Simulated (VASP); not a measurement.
# SbSe3 (Pm-3m) in VASP: a series of runs, part 2 of 2

VASP 6.6.1. Earlier steps stand in the parts before.

### Step 3. Relaxation of cell and atoms, PBE

This run uses another cell than the first one, of 22.62 Å³/atom, 1.013 times its volume.

Contents of INCAR:

```
SYSTEM = SbSe3
  PREC = Accurate
  ENCUT = 600
  EDIFF = 1E-7
  ISMEAR = 0
  SIGMA = 0.1
  LREAL = .False.
  LASPH = .True.
  NELM = 100
  ALGO = Normal
  ISIF = 3
  LWAVE = .False.
  LCHARG = .False.
  GGA = PE
  IBRION = 2
  NSW = 100
  EDIFFG = -0.01
```

Contents of KPOINTS:

```
regular mesh
0
Gamma
  10 10 10
  0 0 0
```

Contents of POSCAR:

```
SbSe3
1.0
    4.4896571617      0.0000000000      0.0000000000
    0.0000000000      4.4896571617      0.0000000000
    0.0000000000      0.0000000000      4.4896571617
Sb Se
1 3
Direct
    0.0000000000      0.0000000000      0.0000000000
    0.0000000000      0.5000000000      0.5000000000
    0.5000000000      0.0000000000      0.5000000000
    0.5000000000      0.5000000000      0.0000000000
```

Potentials or basis: VASP PAW PBE potentials, release 64 (Sb, Se).

Command:

```bash
cat potpaw_PBE.64/Sb/POTCAR potpaw_PBE.64/Se/POTCAR > POTCAR
mpirun -np 1 vasp_std > vasp.out
```

OUTCAR:

```text
SYSTEM = SbSe3
   PREC = Accurate
   ENCUT = 600
   EDIFF = 1E-7
   ISMEAR = 0
   LREAL = .False.
   LASPH = .True.
   NELM = 100
   ISIF = 3
   GGA = PE
   IBRION = 2
   NSW = 100
   EDIFFG = -0.01

 ion  position               nearest neighbor table
   1  0.000  0.000  0.000-   2 3.17   3 3.17   4 3.17   2 3.17   3 3.17   2 3.17   4 3.17   2 3.17
                             3 3.17   4 3.17   3 3.17   4 3.17
   2  0.000  0.500  0.500-   1 3.17   1 3.17   1 3.17   1 3.17
   3  0.500  0.000  0.500-   1 3.17   1 3.17   1 3.17   1 3.17
   4  0.500  0.500  0.000-   1 3.17   1 3.17   1 3.17   1 3.17

  LATTYP: Found a simple cubic cell.
 ALAT       =     4.4896571617

  Lattice vectors:

 A1 = (   4.4896571617,   0.0000000000,   0.0000000000)
 A2 = (   0.0000000000,   4.4896571617,   0.0000000000)
 A3 = (   0.0000000000,   0.0000000000,   4.4896571617)

Analysis of symmetry for initial positions (statically):
=====================================================================
 Subroutine PRICEL returns:
 Original cell was already a primitive cell.

 Routine SETGRP: Setting up the symmetry group for a
 simple cubic supercell.

 Subroutine GETGRP returns: Found 48 space group operations
 (whereof 48 operations were pure point group operations)
 out of a pool of 48 trial point group operations.

The static configuration has the point symmetry O_h .

Analysis of symmetry for dynamics (positions and initial velocities):
=====================================================================
 Subroutine PRICEL returns:
 Original cell was already a primitive cell.

 Routine SETGRP: Setting up the symmetry group for a
 simple cubic supercell.

 Subroutine GETGRP returns: Found 48 space group operations
 (whereof 48 operations were pure point group operations)
 out of a pool of 48 trial point group operations.

The dynamic configuration has the point symmetry O_h .

[... 137 lines left out ...]
  volume of cell :       90.50
 maximum number of plane-waves:      3052
 NGX is ok and might be reduce to    36
   NGX = 17   NGY = 17   NGZ = 17

--------------------------------------- Ionic step        1  -------------------------------------------

 number of electron      22.9999997 magnetization

 Free energy of the ion-electron system (eV)
  ---------------------------------------------------
  ext. energy  EPLUGINS =         0.00000000
  ---------------------------------------------------
  free energy    TOTEN  =       -12.69142160 eV

  energy without entropy =      -12.66936752  energy(sigma->0) =      -12.68039456

------------------------ aborting loop because EDIFF is reached ----------------------------------------

  FORCE on cell =-STRESS in cart. coord.  units (eV):
  Direction    XX          YY          ZZ          XY          YZ          ZX
  --------------------------------------------------------------------------------------
  -------------------------------------------------------------------------------------
  Total       -0.5268160     -0.5268160     -0.5268160     -0.0000000      0.0000000     -0.0000000
  in kB       -9.3267424     -9.3267424     -9.3267424     -0.0000000      0.0000000     -0.0000000
  external PRESSURE =      -9.3267424 kB  Pullay stress =       0.0000000 kB
[... 63 lines left out ...]
--------------------------------------- Ionic step        3  -------------------------------------------

 number of electron      22.9999999 magnetization

 Free energy of the ion-electron system (eV)
  ---------------------------------------------------
  ext. energy  EPLUGINS =         0.00000000
  ---------------------------------------------------
  free energy    TOTEN  =       -12.69535921 eV

  energy without entropy =      -12.67344009  energy(sigma->0) =      -12.68439965

 E-fermi :   6.1815     XC(G=0): -10.4065

 val. band max:        6.1740910339   @ k =   0.2000   0.1000   0.1000
 cond. band min:       6.1907451255   @ k =   0.4000   0.2000   0.2000
 fundamental gap:      0.0166540916
 Fermi energy:         6.1815182778

 k-point     1 :       0.0000    0.0000    0.0000
  band No.  band energies     occupation
      1      -9.1003      2.00000
      2      -5.5293      2.00000
      3      -5.5293      2.00000
      4      -1.8427      2.00000
      5       0.7079      2.00000
      6       0.7079      2.00000
      7       0.7079      2.00000
      8       5.0401      2.00000
      9       5.0401      2.00000
     10       5.0401      2.00000
     11       6.1482      1.36291
     12       6.1482      1.36291
     13       6.1482      1.36291
     14      10.0979      0.00000
[... 401 lines left out ...]
      2      -6.4419      2.00000
      3      -5.6157      2.00000
      4      -2.6510      2.00000
      5       1.4632      2.00000
      6       1.5269      2.00000
      7       2.8620      2.00000
      8       3.3151      2.00000
      9       3.6373      2.00000
     10       4.9706      2.00000
     11       5.4903      2.00000
     12       5.7439      2.00000
     13       6.3001      0.09353
     14       6.9595      0.00000
     15       8.9159      0.00000

 [... further k-points ...]
[... 5 lines left out ...]
  --------------------------------------------------------------------------------------
  -------------------------------------------------------------------------------------
  Total        0.0021317      0.0021317      0.0021317     -0.0000000     -0.0000000      0.0000000
  in kB        0.0383032      0.0383032      0.0383032     -0.0000000     -0.0000000      0.0000000
  external PRESSURE =       0.0383032 kB  Pullay stress =       0.0000000 kB
[... 19 lines left out ...]
  FREE ENERGIE OF THE ION-ELECTRON SYSTEM (eV)
  ---------------------------------------------------
  free  energy   TOTEN  =       -12.6953592059 eV

  energy  without entropy=      -12.6734400894  energy(sigma->0) =      -12.68439965

 reached required accuracy - stopping structural energy minimisation
```

OSZICAR:

```text
N       E                     dE             d eps       ncg     rms          rms(c)
DAV:   1     0.130605768814E+03    0.13061E+03   -0.98260E+03  1680   0.140E+03
[... 26 lines left out ...]
DAV:   1    -0.126963717052E+02   -0.13517E-02   -0.27192E-02  1680   0.951E-01    0.170E-01
DAV:   2    -0.126955851712E+02    0.78653E-03   -0.18230E-03  1722   0.230E-01    0.683E-02
DAV:   3    -0.126953897953E+02    0.19538E-03   -0.34703E-04  1701   0.107E-01    0.252E-02
DAV:   4    -0.126953588677E+02    0.30928E-04   -0.70925E-05  1764   0.464E-02    0.120E-02
DAV:   5    -0.126953587338E+02    0.13395E-06   -0.30620E-06  2016   0.104E-02    0.673E-03
DAV:   6    -0.126953591155E+02   -0.38176E-06   -0.36525E-07  1463   0.370E-03    0.768E-04
DAV:   7    -0.126953592059E+02   -0.90379E-07   -0.23933E-08   861   0.100E-03
   3 F= -.12695359E+02 E0= -.12684400E+02  d E =-.393761E-02
```

Run time: 57 s. Hardware: 1 thread of Intel Xeon 6975P-C (Granite Rapids), shared host; peak memory 0.27 GiB.

What came out:

- Free energy: -12.6954 eV
- Relaxed volume: 22.29 Å³/atom
- Relaxed cell: a = 4.468 Å, b = 4.468 Å, c = 4.468 Å, α = 90.00°, β = 90.00°, γ = 90.00°
- Space group after relaxing (to 0.05 Å): Pm-3m (No. 221)
- Energy gained by relaxing: 1.0 meV/atom
- Ionic steps: 3
- Pressure after relaxing: 0.0 GPa

The path:
```tsv
step	energy change (eV)	largest force (eV/Å)	pressure (GPa)	volume (Å³)
1	0.0000	0.0000	-0.93	90.50
2	-0.0036	0.0000	0.29	88.78
3	-0.0039	0.0000	0.00	89.17
```

Final structure:
```cif
data_structure
_symmetry_space_group_name_H-M 'P 1'
_symmetry_Int_Tables_number 1
_cell_length_a 4.4675
_cell_length_b 4.4675
_cell_length_c 4.4675
_cell_angle_alpha 90.000
_cell_angle_beta 90.000
_cell_angle_gamma 90.000
_cell_volume 89.17
loop_
_atom_site_label
_atom_site_type_symbol
_atom_site_fract_x
_atom_site_fract_y
_atom_site_fract_z
_atom_site_occupancy
Sb1 Sb 0.00000 0.00000 0.00000 1
Se1 Se 0.00000 0.50000 0.50000 1
Se2 Se 0.50000 0.00000 0.50000 1
Se3 Se 0.50000 0.50000 0.00000 1
```

Caveat: spin-orbit coupling is left out, which moves the levels of the heavy elements.
